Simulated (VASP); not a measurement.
# GaB2As3 (P4mm) in VASP: further runs

Runs on GaB2As3. Level: PBE. Tasks: single point, relaxation of cell and atoms.

Everything below comes from runs of VASP 6.6.1. Logs are shortened: lines on timing, memory, paths and dates and some standing lists are left out, and cuts for length are marked.

## Step 1: The cell of the first run

It takes space group P4mm (No. 99, tetragonal). The conventional cell has a = 3.942 Å, b = 3.942 Å, c = 6.862 Å, α = 90.00°, β = 90.00°, γ = 90.00°. Within 2.8 Å of Ga (site symmetry 4mm) lie 1 B at 2.11 Å. Within 2.7 Å of B (site symmetry 4mm) lie 5 As at 2.06 to 2.22 Å. Within 2.8 Å of B (site symmetry 4mm) lie 1 Ga at 2.11 Å and 4 As at 2.21 Å. Within 2.9 Å of As (site symmetry 2mm) lie 4 B at 2.21 to 2.22 Å and 4 As at 2.79 Å. As (site symmetry 4mm) has 1 B at 2.06 Å within 2.7 Å.

## Step 2: Single point, PBE

The input, INCAR:

```
SYSTEM = GaB2As3
ALGO = Normal ; EDIFF = 1E-6
ENCUT = 520 ; GGA = PE
ISIF = 2 ; ISMEAR = 0
LASPH = .True. ; LCHARG = .False.
LREAL = .False. ; LWAVE = .False.
NBANDS = 26 ; NELM = 80
PREC = Accurate ; SIGMA = 0.1
```

The input, KPOINTS:

```
k-points
0
Gamma
  4 4 4
  0 0 0
```

The input, POSCAR:

```
GaB2As3
1.0
    3.9422130105      0.0000000000      0.0000000000
    0.0000000000      3.9422130105      0.0000000000
    0.0000000000      0.0000000000      6.8623576926
Ga B As
1 2 3
Direct
    0.5000000000      0.5000000000      0.8352307971
    0.0000000000      0.0000000000      0.4364183574
    0.5000000000      0.5000000000      0.1431256220
    0.5000000000      0.0000000000      0.2871647481
    0.0000000000      0.5000000000      0.2871647481
    0.0000000000      0.0000000000      0.7367997272
```

Potentials or basis: VASP PAW PBE potentials, release 64 (Ga_d, B, As).

Launch:

```sh
> cat potpaw_PBE.64/Ga_d/POTCAR potpaw_PBE.64/B/POTCAR potpaw_PBE.64/As/POTCAR > POTCAR
> mpirun -np 1 vasp_std > vasp.out
```

OUTCAR:

```text
SYSTEM = GaB2As3
   EDIFF = 1E-6
   ENCUT = 520
   GGA = PE
   ISIF = 2
   ISMEAR = 0
   LASPH = .True.
   LREAL = .False.
   NELM = 80
   PREC = Accurate

 ion  position               nearest neighbor table
   1  0.500  0.500  0.835-   3 2.11   6 2.87   6 2.87   6 2.87   6 2.87
   2  0.000  0.000  0.436-   6 2.06   5 2.22   4 2.22   5 2.22   4 2.22
   3  0.500  0.500  0.143-   1 2.11   4 2.21   5 2.21   4 2.21   5 2.21
   4  0.500  0.000  0.287-   3 2.21   3 2.21   2 2.22   2 2.22   5 2.79   5 2.79   5 2.79   5 2.79

   5  0.000  0.500  0.287-   3 2.21   3 2.21   2 2.22   2 2.22   4 2.79   4 2.79   4 2.79   4 2.79

   6  0.000  0.000  0.737-   2 2.06   1 2.87   1 2.87   1 2.87   1 2.87

  LATTYP: Found a simple tetragonal cell.
 ALAT       =     3.9422130105
 C/A-ratio  =     1.7407374169

  Lattice vectors:

 A1 = (   3.9422130105,   0.0000000000,   0.0000000000)
 A2 = (   0.0000000000,   3.9422130105,   0.0000000000)
 A3 = (   0.0000000000,   0.0000000000,   6.8623576926)

Analysis of symmetry for initial positions (statically):
=====================================================================
 Subroutine PRICEL returns:
 Original cell was already a primitive cell.

 Routine SETGRP: Setting up the symmetry group for a
 simple tetragonal supercell.

 Subroutine GETGRP returns: Found  8 space group operations
 (whereof  8 operations were pure point group operations)
 out of a pool of 16 trial point group operations.

The static configuration has the point symmetry C_4v.

Analysis of symmetry for dynamics (positions and initial velocities):
=====================================================================
 Subroutine PRICEL returns:
 Original cell was already a primitive cell.

 Routine SETGRP: Setting up the symmetry group for a
 simple tetragonal supercell.

 Subroutine GETGRP returns: Found  8 space group operations
 (whereof  8 operations were pure point group operations)
 out of a pool of 16 trial point group operations.

The dynamic configuration has the point symmetry C_4v.

 Subroutine INISYM returns: Found  8 space group operations
 (whereof  8 operations are pure point group operations),
 and found     1 'primitive' translations

----------------------------------------------------------------------------------------

                                     Primitive cell

  volume of cell :     106.6482

  direct lattice vectors                    reciprocal lattice vectors
     3.942213011  0.000000000  0.000000000     0.253664629  0.000000000  0.000000000
     0.000000000  3.942213011  0.000000000     0.000000000  0.253664629  0.000000000
     0.000000000  0.000000000  6.862357693     0.000000000  0.000000000  0.145722512

  length of vectors
     3.942213011  3.942213011  6.862357693     0.253664629  0.253664629  0.145722512

  position of ions in fractional coordinates (direct lattice)
     0.500000000  0.500000000  0.835230797
     0.000000000  0.000000000  0.436418357
     0.500000000  0.500000000  0.143125622
     0.500000000  0.000000000  0.287164748
     0.000000000  0.500000000  0.287164748
     0.000000000  0.000000000  0.736799727

  ion indices of the primitive-cell ions
   primitive index   ion index
                 1           1
                 2           2
                 3           3
                 4           4
                 5           5
                 6           6

----------------------------------------------------------------------------------------

 KPOINTS: k-points

Automatic generation of k-mesh.
 Grid dimensions read from file:
 generate k-points for:    4    4    4

 Generating k-lattice:

  Cartesian coordinates                     Fractional coordinates (reciprocal lattice)
     0.063416157  0.000000000  0.000000000     0.250000000  0.000000000  0.000000000
     0.000000000  0.063416157  0.000000000     0.000000000  0.250000000  0.000000000
     0.000000000  0.000000000  0.036430628     0.000000000  0.000000000  0.250000000

  Length of vectors
     0.063416157  0.063416157  0.036430628

  Shift w.r.t. Gamma in fractional coordinates (k-lattice)
     0.000000000  0.000000000  0.000000000

 Subroutine IBZKPT returns following result:
 ===========================================

 Found     18 irreducible k-points:

 Following reciprocal coordinates:
            Coordinates               Weight
  0.000000  0.000000  0.000000      1.000000
  0.250000  0.000000  0.000000      4.000000
  0.500000  0.000000  0.000000      2.000000
  0.250000  0.250000  0.000000      4.000000
  0.500000  0.250000  0.000000      4.000000
  0.500000  0.500000  0.000000      1.000000
[... 10 lines left out ...]
  0.500000  0.250000  0.500000      4.000000
  0.500000  0.500000  0.500000      1.000000
   k-points           NKPTS =     18   k-points in BZ     NKDIM =     18   number of bands    NBANDS=     26
   number of dos      NEDOS =    301   number of ions     NIONS =      6
   total plane-waves  NPLWV =  48600
   dimension x,y,z NGX =    30 NGY =   30 NGZ =   54
   dimension x,y,z NGXF=    60 NGYF=   60 NGZF=  108
   ions per type =               1   2   3
   NGX,Y,Z   is equivalent  to a cutoff of  12.65, 12.65, 13.08 a.u.
   NGXF,Y,Z  is equivalent  to a cutoff of  25.30, 25.30, 26.16 a.u.
 SYSTEM =  GaB2As3
   PREC   = accura    normal or accurate (medium, high low for compatibility)
   ISTART =      0    job   : 0-new  1-cont  2-samecut
   ICHARG =      2    charge: 1-file 2-atom 10-const
   ISPIN  =      1    spin polarized calculation?
   LNONCOLLINEAR =      F non collinear calculations
   LSORBIT =      F    spin-orbit coupling
   LASPH  =      T    aspherical Exc in radial PAW
   ENCUT  =  520.0 eV  38.22 Ry    6.18 a.u.   7.33  7.33 12.76*2*pi/ulx,y,z
   NELM   =     80;   NELMIN=  2; NELMDL= -5     # of ELM steps
   EDIFF  = 0.1E-05   stopping-criterion for ELM
   LREAL  =      F    real-space projection
   EDIFFG = 0.1E-04   stopping-criterion for IOM
   NSW    =      0    number of steps for IOM
   IBRION =     -1    ionic relax: 0-MD 1-quasi-New 2-CG
   NFREE  =      0    steps in history (QN), initial steepest desc. (CG)
   ISIF   =      2    stress and relaxation
   ISYM   =      2    0-nonsym 1-usesym 2-fastsym
   POTIM  = 0.5000    time-step for ionic-motion
   TEBEG  =    0.0;   TEEND  =   0.0 temperature during run
   PSTRESS=    0.0 pullay stress
   NELECT =      34.0000    total number of electrons
   NUPDOWN=      -1.0000    fix difference up-down
   EMIN   =  10.00;   EMAX   =-10.00  energy-range for DOS
   EFERMI =   0.00;   METHOD = LEGACY
   ISMEAR =     0;   SIGMA  =   0.10  broadening in eV -4-tet -1-fermi 0-gaus
   EFERMI_NEDOS =   21; number of points for ismear=-14 and -15
   IALGO  =     38    algorithm
   IMIX   =      4    mixing-type and parameters
     AMIX     =   0.40;   BMIX     =  1.00
     AMIX_MAG =   1.60;   BMIX_MAG =  1.00
  volume/ion in A,a.u.               =      17.77       119.95
  Fermi-wavevector in a.u.,A,eV,Ry     =   1.118364  2.113402 17.017333  1.250739
  Thomas-Fermi vector in A             =   2.254995
   LORBIT       =      0    0 simple, 1 ext, 2 COOP (PROOUT), +10 PAW based schemes
   GGA     = PE    functional components
   LHFCALC =     F    Hartree Fock is set to
   AEXX    =    0.0000 exact exchange contribution
   IVDW    =     0    specifies the selected vdW correction
   LEPSILON=     F    determine dielectric tensor
   LRPA    =     F    only Hartree local field effects (RPA)
 non-spin polarized calculation
 Gauss-broadening in eV      SIGMA  =   0.10
  energy-cutoff  :      520.00
  volume of cell :      106.65
 maximum number of plane-waves:      2937
 NGX is ok and might be reduce to    30
   NGX = 15   NGY = 15   NGZ = 25

 number of electron      33.9999988 magnetization

 Free energy of the ion-electron system (eV)
  ---------------------------------------------------
  ext. energy  EPLUGINS =         0.00000000
  ---------------------------------------------------
  free energy    TOTEN  =       -27.38305260 eV

  energy without entropy =      -27.36699495  energy(sigma->0) =      -27.37502377

 E-fermi :   4.6253     XC(G=0):  -9.9231

 val. band max:        4.6049808538   @ k =   0.5000   0.2500   0.0000
 cond. band min:       4.7304378411   @ k =   0.0000   0.0000   0.5000
 fundamental gap:      0.1254569873
 Fermi energy:         4.6253421724

 k-point     1 :       0.0000    0.0000    0.0000
  band No.  band energies     occupation
      1     -10.8480      2.00000
      2      -9.9870      2.00000
      3      -9.9862      2.00000
      4      -9.9782      2.00000
      5      -9.9211      2.00000
      6      -9.9211      2.00000
[... 18 lines left out ...]
     25      10.2607      0.00000
     26      11.3286      0.00000

 k-point     2 :       0.2500    0.0000    0.0000
  band No.  band energies     occupation
      1     -10.3131      2.00000
      2      -9.9859      2.00000
      3      -9.9809      2.00000
      4      -9.9591      2.00000
      5      -9.9287      2.00000
      6      -9.9202      2.00000
[... 18 lines left out ...]
     25      10.1660      0.00000
     26      10.5324      0.00000

 k-point     3 :       0.5000    0.0000    0.0000
  band No.  band energies     occupation
      1      -9.9935      2.00000
      2      -9.9918      2.00000
      3      -9.9673      2.00000
      4      -9.9370      2.00000
      5      -9.9194      2.00000
      6      -8.6914      2.00000
[... 398 lines left out ...]
 k-point    17 :       0.5000    0.2500    0.5000
  band No.  band energies     occupation
      1     -10.0182      2.00000
      2      -9.9801      2.00000
      3      -9.9595      2.00000
      4      -9.9361      2.00000
      5      -9.9258      2.00000
      6      -8.1665      2.00000
[... 18 lines left out ...]
     25      10.7256      0.00000
     26      11.7733      0.00000

 k-point    18 :       0.5000    0.5000    0.5000
  band No.  band energies     occupation
      1     -10.0405      2.00000
      2      -9.9728      2.00000
      3      -9.9508      2.00000
      4      -9.9320      2.00000
      5      -9.9320      2.00000
      6      -7.2932      2.00000
[... 18 lines left out ...]
     25      11.2581      0.00000
     26      12.1021      0.00000

------------------------ aborting loop because EDIFF is reached ----------------------------------------

  FORCE on cell =-STRESS in cart. coord.  units (eV):
  Direction    XX          YY          ZZ          XY          YZ          ZX
  --------------------------------------------------------------------------------------
  -------------------------------------------------------------------------------------
  Total        0.1749518      0.1749518      0.2460319      0.0000000      0.0000000      0.0000000
  in kB        2.6283025      2.6283025      3.6961408      0.0000000      0.0000000      0.0000000
  external PRESSURE =       2.9842486 kB  Pullay stress =       0.0000000 kB

 VOLUME and BASIS-vectors are now :
 -----------------------------------------------------------------------------
  energy-cutoff  :      520.00
  volume of cell :      106.65
      direct lattice vectors                 reciprocal lattice vectors
     3.942213011  0.000000000  0.000000000     0.253664629  0.000000000  0.000000000
     0.000000000  3.942213011  0.000000000     0.000000000  0.253664629  0.000000000
     0.000000000  0.000000000  6.862357693     0.000000000  0.000000000  0.145722512

 POSITION                                       TOTAL-FORCE (eV/Angst)
 -----------------------------------------------------------------------------------
      1.97111      1.97111      5.73165        -0.000000     -0.000000     -0.038766
      0.00000      0.00000      2.99486         0.000000     -0.000000     -0.012929
      1.97111      1.97111      0.98218        -0.000000      0.000000     -0.021907
      1.97111      0.00000      1.97063        -0.000000      0.000000      0.007730
      0.00000      1.97111      1.97063        -0.000000     -0.000000      0.007730
      0.00000      0.00000      5.05618        -0.000000     -0.000000      0.058141
 -----------------------------------------------------------------------------------
    total drift:                                0.000000     -0.000000     -0.001093

  FREE ENERGIE OF THE ION-ELECTRON SYSTEM (eV)
  ---------------------------------------------------
  free  energy   TOTEN  =       -27.3830525977 eV

  energy  without entropy=      -27.3669949507  energy(sigma->0) =      -27.37502377
```

It took 34 s on 1 thread of AMD EPYC 7R13 (Zen 3), shared host; peak memory 0.2 GiB.

Results:

```
Free energy            : -27.3831 eV
Pressure               : 0.3 GPa
Largest force          : 0.058 eV/Å
Band gap on the k mesh : zero (band 17 reaches 5.07 eV, above the bottom of band 18 at 4.02 eV)
```

Forces in eV/Å, atoms in the order of the input:
```
Ga   0.000  0.000 -0.039
B    0.000  0.000 -0.013
B    0.000  0.000 -0.022
As   0.000  0.000  0.008
As   0.000  0.000  0.008
As   0.000  0.000  0.058
```

Stress tensor (GPa, compression positive):
```
0.26 0.00 0.00
0.00 0.26 0.00
0.00 0.00 0.37
```

Levels at points of the mesh, in eV from the Fermi level:
| k point | band 14 | band 15 | band 16 | band 17 | band 18 | band 19 | band 20 | band 21 |
| --- | --- | --- | --- | --- | --- | --- | --- | --- |
| (0.00, 0.00, 0.00) | -1.83 | -1.27 | -1.27 | -0.60 | -0.60 | 0.59 | 0.96 | 3.50 |
| (0.50, 0.00, 0.00) | -2.89 | -2.67 | -1.35 | -0.34 | 0.42 | 2.54 | 2.89 | 3.27 |
| (0.50, 0.50, 0.00) | -3.53 | -3.29 | -3.29 | -1.66 | 3.47 | 4.65 | 5.18 | 5.20 |
| (0.00, 0.00, 0.50) | -1.82 | -1.82 | -0.85 | 0.11 | 0.11 | 0.19 | 0.50 | 2.87 |
| (0.50, 0.00, 0.50) | -3.16 | -2.25 | -2.22 | -2.06 | 0.26 | 2.80 | 3.55 | 3.62 |
| (0.50, 0.50, 0.50) | -3.05 | -2.10 | -2.10 | -0.77 | 1.68 | 2.60 | 2.88 | 2.88 |

Caveat: the k points lie up to 0.40 Å⁻¹ apart.

## Step 3: Single point, PBE

This run uses another cell than the first one, of 16.82 Å³/atom, 0.946 times its volume.

The input, INCAR:

```
  PREC = Accurate
  ENCUT = 520
  EDIFF = 1E-7
  ISMEAR = 0
  SIGMA = 0.1
  LREAL = F
  LASPH = T
  NELM = 80
  ALGO = Normal
  ISIF = 2
  LWAVE = F
  LCHARG = F
  GGA = PE
  NBANDS = 26
```

The input, KPOINTS:

```
regular mesh
0
Gamma
  6 6 2
```

The input, POSCAR:

```
GaB2As3
1.0
    4.1868043356      0.0000000000      0.0000000000
    0.0000000000      4.1868043356      0.0000000000
    0.0000000000      0.0000000000      5.7568522641
Ga B As
1 2 3
Direct
    0.5000000000      0.5000000000      0.7222700656
    0.0000000000      0.0000000000      0.4014508930
    0.5000000000      0.5000000000      0.3372715058
    0.5000000000      0.0000000000      0.2500589227
    0.0000000000      0.5000000000      0.2500589227
    0.0000000000      0.0000000000      0.7647936901
```

Potentials or basis: VASP PAW PBE potentials, release 64 (Ga_d, B, As).

Launch:

```sh
> cat potpaw_PBE.64/Ga_d/POTCAR potpaw_PBE.64/B/POTCAR potpaw_PBE.64/As/POTCAR > POTCAR
> mpirun -np 1 vasp_std > vasp.out
```

OUTCAR:

```text
PREC = Accurate
   ENCUT = 520
   EDIFF = 1E-7
   ISMEAR = 0
   LREAL = F
   LASPH = T
   NELM = 80
   ISIF = 2
   GGA = PE

 ion  position               nearest neighbor table
   1  0.500  0.500  0.722-   3 2.22
   2  0.000  0.000  0.401-   6 2.09   5 2.27   4 2.27   5 2.27   4 2.27
   3  0.500  0.500  0.337-   4 2.15   5 2.15   4 2.15   5 2.15   1 2.22
   4  0.500  0.000  0.250-   3 2.15   3 2.15   2 2.27   2 2.27
   5  0.000  0.500  0.250-   3 2.15   3 2.15   2 2.27   2 2.27
   6  0.000  0.000  0.765-   2 2.09

  LATTYP: Found a simple tetragonal cell.
 ALAT       =     4.1868043356
 C/A-ratio  =     1.3749991169
[... 777 lines left out ...]
  -------------------------------------------------------------------------------------
  Total        0.4472725      0.4472725      0.0926438      0.0000000      0.0000000      0.0000000
  in kB        7.1012096      7.1012096      1.4708770      0.0000000      0.0000000      0.0000000
  external PRESSURE =       5.2244321 kB  Pullay stress =       0.0000000 kB

 VOLUME and BASIS-vectors are now :
 -----------------------------------------------------------------------------
  energy-cutoff  :      520.00
  volume of cell :      100.91
      direct lattice vectors                 reciprocal lattice vectors
     4.186804336  0.000000000  0.000000000     0.238845649  0.000000000  0.000000000
     0.000000000  4.186804336  0.000000000     0.000000000  0.238845649  0.000000000
     0.000000000  0.000000000  5.756852264     0.000000000  0.000000000  0.173706038

 POSITION                                       TOTAL-FORCE (eV/Angst)
 -----------------------------------------------------------------------------------
      2.09340      2.09340      4.15800        -0.000000      0.000000      0.003211
      0.00000      0.00000      2.31109        -0.000000      0.000000     -0.034723
      2.09340      2.09340      1.94162        -0.000000     -0.000000      0.010408
      2.09340      0.00000      1.43955         0.000000      0.000000     -0.008944
      0.00000      2.09340      1.43955        -0.000000      0.000000     -0.008944
      0.00000      0.00000      4.40280         0.000000      0.000000      0.038992
 -----------------------------------------------------------------------------------
    total drift:                                0.000000     -0.000000     -0.001202

  FREE ENERGIE OF THE ION-ELECTRON SYSTEM (eV)
  ---------------------------------------------------
  free  energy   TOTEN  =       -26.1086984156 eV

  energy  without entropy=      -26.0944449829  energy(sigma->0) =      -26.10157170
```

Run time: 39 s. Hardware: 1 thread of AMD EPYC 7R13 (Zen 3), shared host; peak memory 0.2 GiB.

What came out:

- Free energy: -26.1087 eV
- Pressure: 0.5 GPa
- Largest force: 0.039 eV/Å
- Band gap on the k mesh: zero (band 17 reaches 5.64 eV, above the bottom of band 18 at 3.99 eV)

Forces in eV/Å, atoms in the order of the input:
```
Ga   0.000  0.000  0.003
B    0.000  0.000 -0.035
B    0.000  0.000  0.010
As   0.000  0.000 -0.009
As   0.000  0.000 -0.009
As   0.000  0.000  0.039
```

Stress tensor (GPa, compression positive):
```
0.71 0.00 0.00
0.00 0.71 0.00
0.00 0.00 0.15
```

Levels at points of the mesh, in eV from the Fermi level:
| k point | band 14 | band 15 | band 16 | band 17 | band 18 | band 19 | band 20 | band 21 |
| --- | --- | --- | --- | --- | --- | --- | --- | --- |
| (0.00, 0.00, 0.00) | -1.28 | -1.28 | -0.67 | -0.26 | -0.26 | 0.65 | 2.61 | 3.28 |
| (0.50, 0.00, 0.00) | -3.81 | -3.45 | 0.21 | 0.41 | 0.59 | 2.47 | 2.69 | 3.12 |
| (0.50, 0.50, 0.00) | -3.05 | -2.30 | -2.30 | -1.67 | 2.70 | 2.70 | 3.63 | 4.08 |
| (0.00, 0.00, 0.50) | -1.80 | -1.56 | -1.56 | -0.56 | -0.56 | 0.25 | 1.84 | 3.19 |
| (0.50, 0.00, 0.50) | -1.93 | -1.73 | -1.21 | -0.43 | -0.23 | 2.21 | 2.27 | 2.42 |
| (0.50, 0.50, 0.50) | -1.88 | 0.19 | 0.19 | 0.48 | 2.59 | 2.59 | 2.70 | 3.64 |

Caveat: the k points lie up to 0.55 Å⁻¹ apart.

[end of part 1 of 2]
